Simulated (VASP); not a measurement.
Here is a VASP 6.6.1 calculation.

INCAR

```
PREC = Accurate
ENCUT = 520
EDIFF = 1E-6
ISMEAR = 0
SIGMA = 0.05
LREAL = F
LASPH = T
NELM = 150
ALGO = Normal
ISIF = 2
LWAVE = F
LCHARG = T
ISPIN = 2
MAGMOM = 1 1 0 0
LORBIT = 11
LMAXMIX = 4
LDAU = T
LDAUTYPE = 2
LDAUL = 2 -1
LDAUU = 5 0
LDAUJ = 0 0
LDAUPRINT = 1
GGA = CA
LELF = T
LVHAR = T
NBANDS = 29
```

KPOINTS

```
regular mesh
0
Gamma
  7 7 4
```

Contents of POSCAR:

```
CuO
1.0
    2.3446497600     -1.7133998200      0.0000000000
    2.3446497600      1.7133998200      0.0000000000
   -0.8605499100      0.0000000000      5.0594394800
Cu O
2 2
Direct
    0.0032000000      0.4968000000      0.0000000000
    0.4968000000      0.0032000000      0.5000000000
    0.5714000000      0.4056000000      0.2537000000
    0.4056000000      0.5714000000      0.7537000000
```

Potentials or basis: VASP PAW LDA potentials, release 64 (Cu, O).

Run with:

```console
$ cat potpaw_LDA.64/Cu/POTCAR potpaw_LDA.64/O/POTCAR > POTCAR
$ mpirun -np 1 vasp_std > vasp.out
```

Estimate the pressure.

-11.3 GPa.

Estimate the largest force.

0.732 eV/Å.

Predict the band gap on the k mesh.

zero (filled and empty bands overlap).

What does it give for the site moments?

Cu +0.64; O +0.30 μB.

Stress tensor (GPa, compression positive):
```
-12.67   0.00   1.46
  0.00  -8.26   0.00
  1.46   0.00 -13.07
```

Caveat: the cell stands under tension.
